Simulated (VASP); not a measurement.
# LiCl (Fm-3m) in VASP: notebook

LiCl is run at these levels: PBE+D3(BJ), PBE; tasks: electric field gradients.

Program: VASP 6.6.1. These are calculated values, not measurements. Logs are shortened: lines on timing, memory, paths and dates and some standing lists are left out, and cuts for length are marked.

**1. The cell of the first run**

The structure is cubic, space group Fm-3m (No. 225). Conventional cell: a = 5.130 Å, b = 5.130 Å, c = 5.130 Å, α = 90.00°, β = 90.00°, γ = 90.00°. Within 3.4 Å of Li (site symmetry m-3m) lie 6 Cl at 2.56 Å. Within 3.4 Å of Cl (site symmetry m-3m) lie 6 Li at 2.56 Å.

**2. Electric field gradients, PBE+D3(BJ)**

INCAR

```
PREC     = Accurate       # precision mode
ENCUT    = 520            # plane-wave cutoff, eV
EDIFF    = 1E-8           # SCF threshold, eV
ISMEAR   = -1             # smearing method
SIGMA    = 0.02           # smearing width, eV
LREAL    = F              # projectors in reciprocal space
LASPH    = T              # aspherical terms in the spheres
NELM     = 100            # most SCF steps
ALGO     = Normal         # electronic algorithm
ISIF     = 2              # what is computed and relaxed
LWAVE    = F              # write WAVECAR
LCHARG   = F              # write CHGCAR
GGA      = PE             # functional
IVDW     = 12             # dispersion correction
LEFG     = T            
NBANDS   = 12             # bands
```

KPOINTS

```
regular mesh
0
Gamma
  9 9 9
```

POSCAR

```
LiCl
1.0
    0.0000000000      2.5647700000      2.5647700000
    2.5647700000      0.0000000000      2.5647700000
    2.5647700000      2.5647700000      0.0000000000
Li Cl
1 1
Direct
    0.0000000000      0.0000000000      0.0000000000
    0.5000000000      0.5000000000      0.5000000000
```

Potentials or basis: VASP PAW PBE potentials, release 64 (Li_sv, Cl).

Run with:

```bash
> cat potpaw_PBE.64/Li_sv/POTCAR potpaw_PBE.64/Cl/POTCAR > POTCAR
> mpirun -np 1 vasp_std > vasp.out
```

OUTCAR:

```text
PREC = Accurate
   ENCUT = 520
   EDIFF = 1E-8
   ISMEAR = -1
   LREAL = F
   LASPH = T
   NELM = 100
   ISIF = 2
   GGA = PE
   IVDW = 12
 IVDW          = 12

 ion  position               nearest neighbor table
   1  0.000  0.000  0.000-   2 2.56   2 2.56   2 2.56   2 2.56   2 2.56   2 2.56
   2  0.500  0.500  0.500-   1 2.56   1 2.56   1 2.56   1 2.56   1 2.56   1 2.56

  LATTYP: Found a face centered cubic cell.
 ALAT       =     5.1295400000

  Lattice vectors:

 A1 = (   0.0000000000,   2.5647700000,   2.5647700000)
 A2 = (   2.5647700000,   0.0000000000,   2.5647700000)
 A3 = (   2.5647700000,   2.5647700000,   0.0000000000)

Analysis of symmetry for initial positions (statically):
=====================================================================
 Subroutine PRICEL returns:
 Original cell was already a primitive cell.

 Routine SETGRP: Setting up the symmetry group for a
 face centered cubic supercell.

 Subroutine GETGRP returns: Found 48 space group operations
 (whereof 48 operations were pure point group operations)
 out of a pool of 48 trial point group operations.

The static configuration has the point symmetry O_h .

Analysis of symmetry for dynamics (positions and initial velocities):
=====================================================================
 Subroutine PRICEL returns:
 Original cell was already a primitive cell.

 Routine SETGRP: Setting up the symmetry group for a
 face centered cubic supercell.

 Subroutine GETGRP returns: Found 48 space group operations
 (whereof 48 operations were pure point group operations)
 out of a pool of 48 trial point group operations.

The dynamic configuration has the point symmetry O_h .

 Subroutine INISYM returns: Found 48 space group operations
 (whereof 48 operations are pure point group operations),
 and found     1 'primitive' translations

----------------------------------------------------------------------------------------

                                     Primitive cell

  volume of cell :      33.7423

  direct lattice vectors                    reciprocal lattice vectors
     0.000000000  2.564770000  2.564770000    -0.194949255  0.194949255  0.194949255
     2.564770000  0.000000000  2.564770000     0.194949255 -0.194949255  0.194949255
     2.564770000  2.564770000  0.000000000     0.194949255  0.194949255 -0.194949255

  length of vectors
     3.627132518  3.627132518  3.627132518     0.337662014  0.337662014  0.337662014

  position of ions in fractional coordinates (direct lattice)
     0.000000000  0.000000000  0.000000000
     0.500000000  0.500000000  0.500000000

  ion indices of the primitive-cell ions
   primitive index   ion index
                 1           1
                 2           2

----------------------------------------------------------------------------------------

 KPOINTS: regular mesh

Automatic generation of k-mesh.
 Grid dimensions read from file:
 generate k-points for:    9    9    9

 Generating k-lattice:

  Cartesian coordinates                     Fractional coordinates (reciprocal lattice)
    -0.021661028  0.021661028  0.021661028     0.111111111  0.000000000  0.000000000
     0.021661028 -0.021661028  0.021661028     0.000000000  0.111111111  0.000000000
     0.021661028  0.021661028 -0.021661028     0.000000000  0.000000000  0.111111111

  Length of vectors
     0.037518002  0.037518002  0.037518002

  Shift w.r.t. Gamma in fractional coordinates (k-lattice)
     0.000000000  0.000000000  0.000000000

 Subroutine IBZKPT returns following result:
 ===========================================

 Found     35 irreducible k-points:

 Following reciprocal coordinates:
            Coordinates               Weight
  0.000000  0.000000  0.000000      1.000000
  0.111111  0.000000  0.000000      8.000000
  0.222222  0.000000  0.000000      8.000000
  0.333333  0.000000  0.000000      8.000000
  0.444444  0.000000  0.000000      8.000000
  0.111111  0.111111  0.000000      6.000000
[... 16 lines left out ...]
 -0.333333  0.333333  0.000000     12.000000
  0.444444  0.444444  0.000000      6.000000
 [... further k-points ...]
   k-points           NKPTS =     35   k-points in BZ     NKDIM =     35   number of bands    NBANDS=     12
   number of dos      NEDOS =    301   number of ions     NIONS =      2
   total plane-waves  NPLWV =  21952
   dimension x,y,z NGX =    28 NGY =   28 NGZ =   28
   dimension x,y,z NGXF=    56 NGYF=   56 NGZF=   56
   ions per type =               1   1
   NGX,Y,Z   is equivalent  to a cutoff of  12.83, 12.83, 12.83 a.u.
   NGXF,Y,Z  is equivalent  to a cutoff of  25.67, 25.67, 25.67 a.u.
 SYSTEM =  unknown system
   PREC   = accura    normal or accurate (medium, high low for compatibility)
   ISTART =      0    job   : 0-new  1-cont  2-samecut
   ICHARG =      2    charge: 1-file 2-atom 10-const
   ISPIN  =      1    spin polarized calculation?
   LNONCOLLINEAR =      F non collinear calculations
   LSORBIT =      F    spin-orbit coupling
   LASPH  =      T    aspherical Exc in radial PAW
   ENCUT  =  520.0 eV  38.22 Ry    6.18 a.u.   6.74  6.74  6.74*2*pi/ulx,y,z
   NELM   =    100;   NELMIN=  2; NELMDL= -5     # of ELM steps
   EDIFF  = 0.1E-07   stopping-criterion for ELM
   LREAL  =      F    real-space projection
   EDIFFG = 0.1E-06   stopping-criterion for IOM
   NSW    =      0    number of steps for IOM
   IBRION =     -1    ionic relax: 0-MD 1-quasi-New 2-CG
   NFREE  =      0    steps in history (QN), initial steepest desc. (CG)
   ISIF   =      2    stress and relaxation
   ISYM   =      2    0-nonsym 1-usesym 2-fastsym
   POTIM  = 0.5000    time-step for ionic-motion
   TEBEG  =    0.0;   TEEND  =   0.0 temperature during run
   PSTRESS=    0.0 pullay stress
   NELECT =      10.0000    total number of electrons
   NUPDOWN=      -1.0000    fix difference up-down
   EMIN   =  10.00;   EMAX   =-10.00  energy-range for DOS
   EFERMI =   0.00;   METHOD = LEGACY
   ISMEAR =    -1;   SIGMA  =   0.02  broadening in eV -4-tet -1-fermi 0-gaus
   EFERMI_NEDOS =   21; number of points for ismear=-14 and -15
   IALGO  =     38    algorithm
   IMIX   =      4    mixing-type and parameters
     AMIX     =   0.40;   BMIX     =  1.00
     AMIX_MAG =   1.60;   BMIX_MAG =  1.00
  volume/ion in A,a.u.               =      16.87       113.85
  Fermi-wavevector in a.u.,A,eV,Ry     =   1.091482  2.062601 16.209056  1.191332
  Thomas-Fermi vector in A             =   2.227728
   LORBIT       =      0    0 simple, 1 ext, 2 COOP (PROOUT), +10 PAW based schemes
   GGA     = PE    functional components
   LHFCALC =     F    Hartree Fock is set to
   AEXX    =    0.0000 exact exchange contribution
   IVDW    =    12    specifies the selected vdW correction
   LEPSILON=     F    determine dielectric tensor
   LRPA    =     F    only Hartree local field effects (RPA)
 non-spin polarized calculation
  energy-cutoff  :      520.00
  volume of cell :       33.74
 maximum number of plane-waves:       922
   NGX = 13   NGY = 13   NGZ = 13

 number of electron      10.0000005 magnetization

 Free energy of the ion-electron system (eV)
  ---------------------------------------------------
  ext. energy  EPLUGINS =         0.00000000
  ---------------------------------------------------
  free energy    TOTEN  =        -7.38575066 eV

  energy without entropy =       -7.38575066  energy(sigma->0) =       -7.38575066

 E-fermi :   1.0921     XC(G=0):  -8.7308

 val. band max:        0.5796025313   @ k =   0.0000   0.0000   0.0000
 cond. band min:       6.9205330728   @ k =   0.0000   0.0000   0.0000
 fundamental gap:      6.3409305415
 Fermi energy:         1.0921138738

 k-point     1 :       0.0000    0.0000    0.0000
  band No.  band energies     occupation
      1     -42.9428      2.00000
      2     -12.8170      2.00000
      3       0.5796      2.00000
      4       0.5796      2.00000
      5       0.5796      2.00000
      6       6.9205      0.00000
      7      12.5179      0.00000
      8      12.5179      0.00000
      9      12.5179      0.00000
     10      15.1081      0.00000
     11      15.1082      0.00000
     12      15.1113      0.00000

 k-point     2 :       0.1111    0.0000    0.0000
  band No.  band energies     occupation
      1     -42.9426      2.00000
      2     -12.7569      2.00000
      3       0.1540      2.00000
      4       0.5467      2.00000
      5       0.5467      2.00000
      6       7.3004      0.00000
      7      11.8398      0.00000
      8      12.4846      0.00000
      9      12.4846      0.00000
     10      13.7246      0.00000
     11      13.7246      0.00000
     12      15.5079      0.00000

 k-point     3 :       0.2222    0.0000    0.0000
  band No.  band energies     occupation
      1     -42.9418      2.00000
      2     -12.5978      2.00000
      3      -0.7598      2.00000
      4       0.4672      2.00000
      5       0.4672      2.00000
      6       7.7882      0.00000
      7      11.4500      0.00000
      8      11.5351      0.00000
      9      11.5352      0.00000
     10      14.2254      0.00000
     11      14.2254      0.00000
     12      16.0065      0.00000
[... 286 lines left out ...]
 k-point    23 :      -0.3333    0.3333    0.0000
  band No.  band energies     occupation
      1     -42.9395      2.00000
      2     -12.0735      2.00000
      3      -1.6001      2.00000
      4      -1.4486      2.00000
      5      -0.0668      2.00000
      6       8.7209      0.00000
      7      11.1713      0.00000
      8      11.5295      0.00000
      9      11.5892      0.00000
     10      15.1118      0.00000
     11      16.6694      0.00000
     12      18.9918      0.00000

 k-point    24 :       0.4444    0.4444    0.0000
  band No.  band energies     occupation
      1     -42.9395      2.00000
      2     -12.0330      2.00000
      3      -2.2291      2.00000
      4      -0.4918      2.00000
      5      -0.4918      2.00000
      6       8.5227      0.00000
      7       8.9363      0.00000
      8      12.7399      0.00000
      9      14.5461      0.00000
     10      14.5461      0.00000
     11      17.4936      0.00000
     12      19.3286      0.00000

 [... further k-points ...]

------------------------ aborting loop because EDIFF is reached ----------------------------------------

 Edisp (eV)   -0.45044

 E8    (eV) :    -0.1699

  FORCE on cell =-STRESS in cart. coord.  units (eV):
  Direction    XX          YY          ZZ          XY          YZ          ZX
  --------------------------------------------------------------------------------------
  -------------------------------------------------------------------------------------
  Total      -0.40642    -0.40642    -0.40642     0.00000    -0.00000     0.00000
  in kB     -19.29811   -19.29811   -19.29811     0.00000    -0.00000     0.00000
  external pressure =      -19.30 kB  Pullay stress =        0.00 kB

 VOLUME and BASIS-vectors are now :
 -----------------------------------------------------------------------------
  energy-cutoff  :      520.00
  volume of cell :       33.74
      direct lattice vectors                 reciprocal lattice vectors
     0.000000000  2.564770000  2.564770000    -0.194949255  0.194949255  0.194949255
     2.564770000  0.000000000  2.564770000     0.194949255 -0.194949255  0.194949255
     2.564770000  2.564770000  0.000000000     0.194949255  0.194949255 -0.194949255

 POSITION                                       TOTAL-FORCE (eV/Angst)
 -----------------------------------------------------------------------------------
      0.00000      0.00000      0.00000         0.000000      0.000000     -0.000000
      2.56477      2.56477      2.56477        -0.000000     -0.000000      0.000000
 -----------------------------------------------------------------------------------
    total drift:                                0.000000      0.000000      0.000000

  FREE ENERGIE OF THE ION-ELECTRON SYSTEM (eV)
  ---------------------------------------------------
  free  energy   TOTEN  =        -7.8361956320 eV

  energy  without entropy=       -7.8361956320  energy(sigma->0) =       -7.83619563

 Electric field gradients (V/A^2)
---------------------------------------------------------------------
 ion       V_xx      V_yy      V_zz      V_xy      V_xz      V_yz
---------------------------------------------------------------------
   1      -0.000    -0.000     0.000     0.002     0.002     0.002
   2      -0.000    -0.000    -0.000    -0.001    -0.001    -0.001
---------------------------------------------------------------------

 Electric field gradients after diagonalization (V/A^2)
 (convention: |V_zz| > |V_xx| > |V_yy|)
----------------------------------------------------------------------
 ion       V_xx      V_yy      V_zz     asymmetry (V_yy - V_xx)/ V_zz
----------------------------------------------------------------------
   1      -0.002    -0.002     0.003       0.000
   2       0.001     0.001    -0.001       0.000
----------------------------------------------------------------------

           NMR quadrupolar parameters

 Cq : quadrupolar parameter    Cq=e*Q*V_zz/h
 eta: asymmetry parameters     (V_yy - V_xx)/ V_zz
 Q  : nuclear electric quadrupole moment in mb (millibarn)
----------------------------------------------------------------------
 ion       Cq(MHz)       eta       Q (mb)
----------------------------------------------------------------------
   1       0.000       0.000       1.000
   2      -0.000       0.000       1.000
----------------------------------------------------------------------
```

It took 7.4 s on 1 thread of Intel Xeon 6975P-C (Granite Rapids), shared host; peak memory 0.16 GiB.

Results:

| Item | Value |
| --- | --- |
| Free energy | -7.8362 eV |
| Band gap on the k mesh | 6.34 eV, direct |
| Dispersion energy per atom | -0.225 eV |

Levels at points of the mesh, in eV from the valence-band top:
| k point | band 2 | band 3 | band 4 | band 5 | band 6 | band 7 | band 8 | band 9 |
| --- | --- | --- | --- | --- | --- | --- | --- | --- |
| (0.00, 0.00, 0.00) | -13.40 | 0.00 | 0.00 | 0.00 | 6.34 | 11.94 | 11.94 | 11.94 |

Caveat: the cutoff is under 1.25 times the usual one of these potentials, so pressure, stress and relaxed cells hold a basis-set (Pulay) error; three body term missing; without QUAD_EFG the Cq values of the log hold for a quadrupole moment of 1 mb, not for the nuclei. A k mesh can miss the band edges.

**3. Electric field gradients, PBE**

INCAR

```
PREC = Accurate ; ENCUT = 520
EDIFF = 1E-8 ; ISMEAR = -1
SIGMA = 0.02 ; LREAL = False
LASPH = True ; NELM = 80
ALGO = Normal ; ISIF = 2
LWAVE = False ; LCHARG = False
GGA = PE ; LEFG = True
NBANDS = 12
```

KPOINTS is that of step 2.

POSCAR is that of step 2.

Potentials or basis: VASP PAW PBE potentials, release 64 (Li_sv, Cl).

Run with:

```bash
> cat potpaw_PBE.64/Li_sv/POTCAR potpaw_PBE.64/Cl/POTCAR > POTCAR
> mpirun -np 1 vasp_std > vasp.out
```

OUTCAR:

```text
PREC = Accurate
   ENCUT = 520
   EDIFF = 1E-8
   ISMEAR = -1
   LREAL = False
   LASPH = True
   NELM = 80
   ISIF = 2
   GGA = PE

 ion  position               nearest neighbor table
   1  0.000  0.000  0.000-   2 2.56   2 2.56   2 2.56   2 2.56   2 2.56   2 2.56
   2  0.500  0.500  0.500-   1 2.56   1 2.56   1 2.56   1 2.56   1 2.56   1 2.56

  LATTYP: Found a face centered cubic cell.
 ALAT       =     5.1295400000

  Lattice vectors:

 A1 = (   0.0000000000,   2.5647700000,   2.5647700000)
 A2 = (   2.5647700000,   0.0000000000,   2.5647700000)
 A3 = (   2.5647700000,   2.5647700000,   0.0000000000)

Analysis of symmetry for initial positions (statically):
=====================================================================
 Subroutine PRICEL returns:
 Original cell was already a primitive cell.

 Routine SETGRP: Setting up the symmetry group for a
 face centered cubic supercell.

[... 547 lines left out ...]
  volume of cell :       33.74
      direct lattice vectors                 reciprocal lattice vectors
     0.000000000  2.564770000  2.564770000    -0.194949255  0.194949255  0.194949255
     2.564770000  0.000000000  2.564770000     0.194949255 -0.194949255  0.194949255
     2.564770000  2.564770000  0.000000000     0.194949255  0.194949255 -0.194949255

 POSITION                                       TOTAL-FORCE (eV/Angst)
 -----------------------------------------------------------------------------------
      0.00000      0.00000      0.00000        -0.000000      0.000000     -0.000000
      2.56477      2.56477      2.56477         0.000000     -0.000000      0.000000
 -----------------------------------------------------------------------------------
    total drift:                                0.000000      0.000000      0.000000

  FREE ENERGIE OF THE ION-ELECTRON SYSTEM (eV)
  ---------------------------------------------------
  free  energy   TOTEN  =        -7.3857506551 eV

  energy  without entropy=       -7.3857506551  energy(sigma->0) =       -7.38575066

 Electric field gradients (V/A^2)
---------------------------------------------------------------------
 ion       V_xx      V_yy      V_zz      V_xy      V_xz      V_yz
---------------------------------------------------------------------
   1      -0.000    -0.000     0.000     0.002     0.002     0.002
   2      -0.000    -0.000    -0.000    -0.001    -0.001    -0.001
---------------------------------------------------------------------

 Electric field gradients after diagonalization (V/A^2)
 (convention: |V_zz| > |V_xx| > |V_yy|)
----------------------------------------------------------------------
 ion       V_xx      V_yy      V_zz     asymmetry (V_yy - V_xx)/ V_zz
----------------------------------------------------------------------
   1      -0.002    -0.002     0.003       0.000
   2       0.001     0.001    -0.001       0.000
----------------------------------------------------------------------

           NMR quadrupolar parameters

 Cq : quadrupolar parameter    Cq=e*Q*V_zz/h
 eta: asymmetry parameters     (V_yy - V_xx)/ V_zz
 Q  : nuclear electric quadrupole moment in mb (millibarn)
----------------------------------------------------------------------
 ion       Cq(MHz)       eta       Q (mb)
----------------------------------------------------------------------
   1       0.000       0.000       1.000
   2      -0.000       0.000       1.000
----------------------------------------------------------------------
```

stdout:

```text
POSCAR found type information on POSCAR LiCl
 POSCAR found :  2 types and       2 ions
 scaLAPACK will be used
 LDA part: xc-table for (Slater+PW92), standard interpolation
 POSCAR, INCAR and KPOINTS ok, starting setup
 FFT: planning ... GRIDC
 FFT: planning ... GRID_SOFT
 FFT: planning ... GRID
 WAVECAR not read
 entering main loop
ion   1

ion   2
```

Run time: 7.1 s. Hardware: 1 thread of Intel Xeon 6975P-C (Granite Rapids), shared host; peak memory 0.15 GiB.

What came out:

```
Free energy            : -7.3858 eV
Band gap on the k mesh : 6.34 eV, direct
```

Caveat: the cutoff is under 1.25 times the usual one of these potentials, so pressure, stress and relaxed cells hold a basis-set (Pulay) error; without QUAD_EFG the Cq values of the log hold for a quadrupole moment of 1 mb, not for the nuclei. A k mesh can miss the band edges.

(Continued in part 2 of 2.)
